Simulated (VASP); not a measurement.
# NbFe2N3 (P6/mmm) in VASP: a series of runs

NbFe2N3 is run at these levels: PBE; tasks: single point.

All numbers are computed with VASP 6.6.1; they aren't measurements. Logs are shortened: lines on timing, memory, paths and dates and some standing lists are left out, and cuts for length are marked.

**1. The cell of the first run**

It takes space group P6/mmm (No. 191, hexagonal). The conventional cell has a = 4.874 Å, b = 4.874 Å, c = 3.509 Å, α = 90.00°, β = 90.00°, γ = 120.00°. Within 4.0 Å of Nb (site symmetry 6/mmm) lie 12 N at 3.00 Å and 12 Fe at 3.32 Å and 2 Nb at 3.51 Å. Fe (site symmetry -6m2) has 3 N at 1.41 Å within 1.9 Å. Within 1.9 Å of N (site symmetry mmm) lie 2 Fe at 1.41 Å.

The cell was generated, and may not be a known phase.

**2. Single point, PBE, collinear spin, ferromagnetic start**

File INCAR:

```
SYSTEM = NbFe2N3
PREC = Accurate
ENCUT = 700
EDIFF = 1E-6
ISMEAR = 0
SIGMA = 0.1
LREAL = .False.
LASPH = .True.
NELM = 200
ALGO = Normal
ISIF = 2
LWAVE = .False.
LCHARG = .True.
ISPIN = 2
MAGMOM = 0 4 4 0 0 0
LORBIT = 11
LMAXMIX = 4
GGA = PE
LELF = .True.
LVHAR = .True.
NBANDS = 43
GGA_COMPAT = .False.
```

File KPOINTS:

```
regular mesh
0
Gamma
  6 6 6
  0 0 0
```

File POSCAR:

```
NbFe2N3
1.0
    4.8744650300      0.0000000000      0.0000000000
   -2.4372325100      4.2214105400      0.0000000000
    0.0000000000      0.0000000000      3.5092825500
Nb Fe N
1 2 3
Direct
    0.0000000000      0.0000000000      0.5000000000
    0.3333333300      0.6666666700      0.0000000000
    0.6666666700      0.3333333300      0.0000000000
    0.5000000000      0.0000000000      0.0000000000
    0.0000000000      0.5000000000      0.0000000000
    0.5000000000      0.5000000000      0.0000000000
```

Potentials or basis: VASP PAW PBE potentials, release 64 (Nb_sv, Fe_sv, N).

On the command line:

```bash
> cat potpaw_PBE.64/Nb_sv/POTCAR potpaw_PBE.64/Fe_sv/POTCAR potpaw_PBE.64/N/POTCAR > POTCAR
> mpirun -np 1 vasp_std > vasp.out
```

OUTCAR:

```text
SYSTEM = NbFe2N3
   PREC = Accurate
   ENCUT = 700
   EDIFF = 1E-6
   ISMEAR = 0
   LREAL = .False.
   LASPH = .True.
   NELM = 200
   ISIF = 2
   ISPIN = 2
   LORBIT = 11
   GGA = PE

 ion  position               nearest neighbor table
   1  0.000  0.000  0.500-
   2  0.333  0.667  0.000-   4 1.41   5 1.41   6 1.41
   3  0.667  0.333  0.000-   4 1.41   5 1.41   6 1.41
   4  0.500  0.000  0.000-   2 1.41   3 1.41
   5  0.000  0.500  0.000-   2 1.41   3 1.41
   6  0.500  0.500  0.000-   2 1.41   3 1.41

  LATTYP: Found a hexagonal cell.
 ALAT       =     4.8744650300
 C/A-ratio  =     0.7199318342

  Lattice vectors:

 A1 = (   4.8744650300,   0.0000000000,   0.0000000000)
 A2 = (  -2.4372325100,   4.2214105400,   0.0000000000)
 A3 = (   0.0000000000,   0.0000000000,   3.5092825500)

Analysis of symmetry for initial positions (statically):
=====================================================================
 Subroutine PRICEL returns:
 Original cell was already a primitive cell.

 Routine SETGRP: Setting up the symmetry group for a
 hexagonal supercell.

 Subroutine GETGRP returns: Found 24 space group operations
 (whereof 24 operations were pure point group operations)
 out of a pool of 24 trial point group operations.

The static configuration has the point symmetry D_6h.

Analysis of symmetry for dynamics (positions and initial velocities):
=====================================================================
 Subroutine PRICEL returns:
 Original cell was already a primitive cell.

 Routine SETGRP: Setting up the symmetry group for a
 hexagonal supercell.

 Subroutine GETGRP returns: Found 24 space group operations
 (whereof 24 operations were pure point group operations)
 out of a pool of 24 trial point group operations.

The dynamic configuration has the point symmetry D_6h.

Analysis of structural, dynamic, and magnetic symmetry:
=====================================================================
 Subroutine PRICEL returns:
 Original cell was already a primitive cell.

 Routine SETGRP: Setting up the symmetry group for a
 hexagonal supercell.

 Subroutine GETGRP returns: Found 24 space group operations
 (whereof 24 operations were pure point group operations)
 out of a pool of 24 trial point group operations.

The overall configuration has the point symmetry D_6h.

 Subroutine INISYM returns: Found 24 space group operations
 (whereof 24 operations are pure point group operations),
 and found     1 'primitive' translations

----------------------------------------------------------------------------------------

                                     Primitive cell

  volume of cell :      72.2109

  direct lattice vectors                    reciprocal lattice vectors
     4.874465030  0.000000000  0.000000000     0.205150718  0.118443822  0.000000000
    -2.437232510  4.221410540  0.000000000     0.000000000  0.236887645  0.000000000
     0.000000000  0.000000000  3.509282550     0.000000000  0.000000000  0.284958531

  length of vectors
     4.874465030  4.874465022  3.509282550     0.236887644  0.236887645  0.284958531

  position of ions in fractional coordinates (direct lattice)
     0.000000000  0.000000000  0.500000000
     0.333333330  0.666666670  0.000000000
     0.666666670  0.333333330  0.000000000
     0.500000000  0.000000000  0.000000000
     0.000000000  0.500000000  0.000000000
     0.500000000  0.500000000  0.000000000

  ion indices of the primitive-cell ions
   primitive index   ion index
                 1           1
                 2           2
                 3           3
                 4           4
                 5           5
                 6           6

----------------------------------------------------------------------------------------

 KPOINTS: regular mesh

[... 25 lines left out ...]
  0.166667 -0.000000  0.000000      6.000000
  0.333333  0.000000  0.000000      6.000000
  0.500000  0.000000  0.000000      3.000000
  0.166667  0.166667  0.000000      6.000000
  0.333333  0.166667  0.000000     12.000000
[... 16 lines left out ...]
  0.166667 -0.000000  0.500000      6.000000
  0.333333  0.000000  0.500000      6.000000
 [... further k-points ...]
   k-points           NKPTS =     28   k-points in BZ     NKDIM =     28   number of bands    NBANDS=     43
   number of dos      NEDOS =    301   number of ions     NIONS =      6
   total plane-waves  NPLWV =  52920
   dimension x,y,z NGX =    42 NGY =   42 NGZ =   30
   dimension x,y,z NGXF=    84 NGYF=   84 NGZF=   60
   ions per type =               1   2   3
   NGX,Y,Z   is equivalent  to a cutoff of  14.32, 14.32, 14.21 a.u.
   NGXF,Y,Z  is equivalent  to a cutoff of  28.65, 28.65, 28.42 a.u.
 SYSTEM =  NbFe2N3
   PREC   = accura    normal or accurate (medium, high low for compatibility)
   ISTART =      0    job   : 0-new  1-cont  2-samecut
   ICHARG =      2    charge: 1-file 2-atom 10-const
   ISPIN  =      2    spin polarized calculation?
   LNONCOLLINEAR =      F non collinear calculations
   LSORBIT =      F    spin-orbit coupling
   LASPH  =      T    aspherical Exc in radial PAW
   ENCUT  =  700.0 eV  51.45 Ry    7.17 a.u.  10.52 10.52  7.57*2*pi/ulx,y,z
   NELM   =    200;   NELMIN=  2; NELMDL= -5     # of ELM steps
   EDIFF  = 0.1E-05   stopping-criterion for ELM
   LREAL  =      F    real-space projection
   EDIFFG = 0.1E-04   stopping-criterion for IOM
   NSW    =      0    number of steps for IOM
   IBRION =     -1    ionic relax: 0-MD 1-quasi-New 2-CG
   NFREE  =      0    steps in history (QN), initial steepest desc. (CG)
   ISIF   =      2    stress and relaxation
   ISYM   =      2    0-nonsym 1-usesym 2-fastsym
   POTIM  = 0.5000    time-step for ionic-motion
   TEBEG  =    0.0;   TEEND  =   0.0 temperature during run
   PSTRESS=    0.0 pullay stress
   NELECT =      60.0000    total number of electrons
   NUPDOWN=      -1.0000    fix difference up-down
   EMIN   =  10.00;   EMAX   =-10.00  energy-range for DOS
   EFERMI =   0.00;   METHOD = LEGACY
   ISMEAR =     0;   SIGMA  =   0.10  broadening in eV -4-tet -1-fermi 0-gaus
   EFERMI_NEDOS =   21; number of points for ismear=-14 and -15
   IALGO  =     38    algorithm
   IMIX   =      4    mixing-type and parameters
     AMIX     =   0.40;   BMIX     =  1.00
     AMIX_MAG =   1.60;   BMIX_MAG =  1.00
  volume/ion in A,a.u.               =      12.04        81.22
  Fermi-wavevector in a.u.,A,eV,Ry     =   1.539067  2.908416 32.228504  2.368728
  Thomas-Fermi vector in A             =   2.645347
   LORBIT       =     11    0 simple, 1 ext, 2 COOP (PROOUT), +10 PAW based schemes
   GGA     = PE    functional components
   LHFCALC =     F    Hartree Fock is set to
   AEXX    =    0.0000 exact exchange contribution
   IVDW    =     0    specifies the selected vdW correction
   LEPSILON=     F    determine dielectric tensor
   LRPA    =     F    only Hartree local field effects (RPA)
 spin polarized calculation
 Gauss-broadening in eV      SIGMA  =   0.10
  energy-cutoff  :      700.00
  volume of cell :       72.21
 maximum number of plane-waves:      3088
   NGX = 21   NGY = 21   NGZ = 15

 number of electron      60.0000003 magnetization       0.0475329

 number of electron      60.0000004 magnetization      -1.8121304

 Free energy of the ion-electron system (eV)
  ---------------------------------------------------
  ext. energy  EPLUGINS =         0.00000000
  ---------------------------------------------------
  free energy    TOTEN  =       -33.56276164 eV

  energy without entropy =      -33.52300101  energy(sigma->0) =      -33.54288133

 E-fermi :   9.0582     XC(G=0): -11.4770

 val. band max:        9.0581592095   @ k =   0.3333   0.1667   0.0000
 cond. band min:       9.0588629278   @ k =   0.3333   0.1667   0.5000
 fundamental gap:      0.0007037184
 Fermi energy:         9.0581667733

 spin component 1

 k-point     1 :       0.0000    0.0000    0.0000
  band No.  band energies     occupation
      1     -80.0070      1.00000
      2     -79.9990      1.00000
      3     -47.0917      1.00000
      4     -47.0917      1.00000
      5     -47.0673      1.00000
      6     -47.0673      1.00000
[... 1069 lines left out ...]
     41      15.7070      0.00000
     42      15.8145      0.00000

 [... further k-points ...]

 spin component 2

 k-point     1 :       0.0000    0.0000    0.0000
  band No.  band energies     occupation
      1     -79.9849      1.00000
      2     -79.9768      1.00000
      3     -47.3127      1.00000
      4     -47.0736      1.00000
      5     -47.0736      1.00000
      6     -47.0493      1.00000
[... 1069 lines left out ...]
     41      15.3008      0.00000
     42      15.6842      0.00000

 [... further k-points ...]

 [bands above 42 left out]

------------------------ aborting loop because EDIFF is reached ----------------------------------------

  FORCE on cell =-STRESS in cart. coord.  units (eV):
  Direction    XX          YY          ZZ          XY          YZ          ZX
  --------------------------------------------------------------------------------------
  -------------------------------------------------------------------------------------
  Total       80.1498741     80.1498739     -4.0968097      0.0000001      0.0000000      0.0000000
  in kB     1778.3225716   1778.3225666    -90.8978237      0.0000021      0.0000000      0.0000000
  external PRESSURE =    1155.2491048 kB  Pullay stress =       0.0000000 kB

 VOLUME and BASIS-vectors are now :
 -----------------------------------------------------------------------------
  energy-cutoff  :      700.00
  volume of cell :       72.21
      direct lattice vectors                 reciprocal lattice vectors
     4.874465030  0.000000000  0.000000000     0.205150718  0.118443822  0.000000000
    -2.437232510  4.221410540  0.000000000     0.000000000  0.236887645  0.000000000
     0.000000000  0.000000000  3.509282550     0.000000000  0.000000000  0.284958531

 POSITION                                       TOTAL-FORCE (eV/Angst)
 -----------------------------------------------------------------------------------
      0.00000      0.00000      1.75464        -0.000000      0.000000      0.000000
     -0.00000      2.81427      0.00000        -0.000000      0.000000      0.000000
      2.43723      1.40714      0.00000         0.000000      0.000000      0.000000
      2.43723      0.00000      0.00000         0.000000      0.000000      0.000000
     -1.21862      2.11071      0.00000         0.000000      0.000000      0.000000
      1.21862      2.11071      0.00000        -0.000000      0.000000      0.000000
 -----------------------------------------------------------------------------------
    total drift:                                0.000000     -0.000000     -0.000000

  FREE ENERGIE OF THE ION-ELECTRON SYSTEM (eV)
  ---------------------------------------------------
  free  energy   TOTEN  =       -33.5627616428 eV

  energy  without entropy=      -33.5230010142  energy(sigma->0) =      -33.54288133

 total charge

# of ion       s       p       d       tot
------------------------------------------
    1        2.053   5.902   2.562  10.516
    2        2.386   6.261   6.141  14.789
    3        2.386   6.261   6.141  14.789
    4        1.370   2.681   0.000   4.051
    5        1.370   2.681   0.000   4.051
    6        1.370   2.681   0.000   4.051
--------------------------------------------------
tot         10.935  26.469  14.845  52.248

 magnetization (x)

# of ion       s       p       d       tot
------------------------------------------
    1       -0.007  -0.011  -1.462  -1.479
    2        0.000   0.004   0.018   0.022
    3        0.000   0.004   0.018   0.022
    4       -0.003   0.004   0.000   0.000
    5       -0.003   0.004   0.000   0.000
    6       -0.003   0.004   0.000   0.000
--------------------------------------------------
tot         -0.016   0.007  -1.426  -1.435
```

Wall time 7.9 min (1 thread of Intel Xeon Platinum 8259CL at 2.50GHz (Skylake/Cascade Lake), shared host); peak memory 0.39 GiB.

Results:

```
Free energy                                           : -33.5628 eV
Pressure                                              : 115.5 GPa
Net moment                                            : -1.81 μB per cell
Site moments                                          : Nb -1.48; Fe +0.02; N +0.00 μB
Valence electrons inside the program's atomic spheres : Nb 10.52; Fe 14.79; N 4.05
```

Levels at points of the mesh, in eV from the Fermi level:
Spin up:
```
           k point  band 27  band 28  band 29  band 30  band 31  band 32
(0.00, 0.00, 0.00)    -2.87    -2.87    -2.67    -1.65    -1.58     1.25
(0.50, 0.00, 0.00)    -2.75    -0.86    -0.81     1.09     1.30     1.43
(0.00, 0.00, 0.50)    -2.24    -2.24    -1.81     0.24     0.83     0.83
(0.50, 0.00, 0.50)    -1.66    -1.21    -0.55     0.77     0.93     1.14
```
Spin down:
| k point | band 29 | band 30 | band 31 | band 32 | band 33 | band 34 |
| --- | --- | --- | --- | --- | --- | --- |
| (0.00, 0.00, 0.00) | -2.69 | -2.33 | -1.60 | 0.01 | 0.01 | 0.19 |
| (0.50, 0.00, 0.00) | -1.08 | 0.01 | 0.14 | 0.59 | 0.93 | 1.11 |
| (0.00, 0.00, 0.50) | -1.78 | -0.45 | -0.45 | 0.28 | 0.54 | 0.54 |
| (0.50, 0.00, 0.50) | -0.52 | -0.42 | -0.16 | 0.01 | 0.03 | 1.70 |

Caveat: atoms lie so close that the PAW spheres overlap strongly, which falsifies energies and pressures; the stress differs along the axes, from -9 to 178 GPa; the run started ferromagnetic, and an antiferromagnetic order may lie lower in energy.

**3. Single point, PBE**

This run uses another cell than the first one, of 12.77 Å³/atom.

File INCAR:

```
SYSTEM = NbFe2N3
  PREC = Accurate
  ENCUT = 700
  EDIFF = 1E-6
  ISMEAR = 0
  SIGMA = 0.1
  LREAL = .FALSE.
  LASPH = .TRUE.
  NELM = 120
  ALGO = Normal
  ISIF = 2
  LWAVE = .FALSE.
  LCHARG = .FALSE.
  GGA = PE
  NBANDS = 39
  GGA_COMPAT = .FALSE.
```

File KPOINTS:

```
Automatic mesh
0
G
  6 6 14
  0 0 0
```

File POSCAR:

```
NbFe2N3
1.0
    5.8062116919      0.0000000000      0.0000000000
   -2.9031058459      5.0283268249      0.0000000000
    0.0000000000      0.0000000000      2.6242397401
Nb Fe N
1 2 3
Direct
    0.0000000000      0.0000000000      0.5000000000
    0.3333333333      0.6666666667      0.0000000000
    0.6666666667      0.3333333333      0.0000000000
    0.5000000000      0.0000000000      0.0000000000
    0.0000000000      0.5000000000      0.0000000000
    0.5000000000      0.5000000000      0.0000000000
```

Potentials or basis: VASP PAW PBE potentials, release 64 (Nb_sv, Fe_sv, N).

On the command line:

```bash
> cat potpaw_PBE.64/Nb_sv/POTCAR potpaw_PBE.64/Fe_sv/POTCAR potpaw_PBE.64/N/POTCAR > POTCAR
> mpirun -np 1 vasp_std > vasp.out
```

Run time: 4.4 min. Hardware: 1 thread of AMD EPYC 7R13 (Zen 3), shared host; peak memory 0.36 GiB.

It converged, with:

| Property | Result |
| --- | --- |
| Free energy | -46.5674 eV |
| Pressure | -0.6 GPa |
| Band gap on the k mesh | zero (bands 30 and 31 overlap by 1.53 eV) |

Stress tensor (GPa, compression positive):
```
-0.63  0.00  0.00
 0.00 -0.63  0.00
 0.00  0.00 -0.40
```

Levels at points of the mesh, in eV from the Fermi level:
| k point | band 28 | band 29 | band 30 | band 31 | band 32 | band 33 |
| --- | --- | --- | --- | --- | --- | --- |
| (0.00, 0.00, 0.00) | -2.19 | -1.26 | -1.26 | -0.69 | 0.03 | 0.12 |
| (0.50, 0.00, 0.00) | -1.24 | -0.47 | -0.32 | 0.65 | 0.66 | 0.76 |
| (0.00, 0.00, 0.50) | -1.41 | -0.73 | -0.73 | 0.36 | 0.37 | 0.37 |
| (0.50, 0.00, 0.50) | -1.27 | -1.23 | -0.23 | 0.41 | 0.70 | 0.85 |

Caveat: the run has no spin polarisation, though such a crystal can be magnetic.
